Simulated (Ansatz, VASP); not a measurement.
InF: VASP beside Ansatz

```xyz
2
Lattice="0.0000 3.0634 3.0634 3.0634 0.0000 3.0634 3.0634 3.0634 0.0000" Properties=species:S:1:pos:R:3 pbc="T T T"
In    0.0000    0.0000    0.0000
F     1.5317    1.5317    1.5317
```

Change from the starting cell: volume scaled by 1.06, PAW files.

Alike in both runs: task electric field gradients; functional PBE; k mesh 13 × 13 × 13; occupations fermi-dirac, width 0.05 eV; no spin polarisation.

```csv
,VASP,Ansatz
version,VASP 6.6.1,Ansatz 0.2.0
potentials or method,"VASP PAW PBE potentials, release 64 (In_d, F)","PAW with Ansatz's default frozen-core files, scalar-relativistic"
plane-wave cutoff (eV),520,420
valence electrons in the cell,20,20
```

|  | VASP | Ansatz | Ansatz less VASP |
| --- | --- | --- | --- |
| gap on the k mesh at the Fermi level (eV) | 2.14 | 2.15 | +0.003 |
| pressure (GPa) | -1.2 | -1.1 | +0.11 |
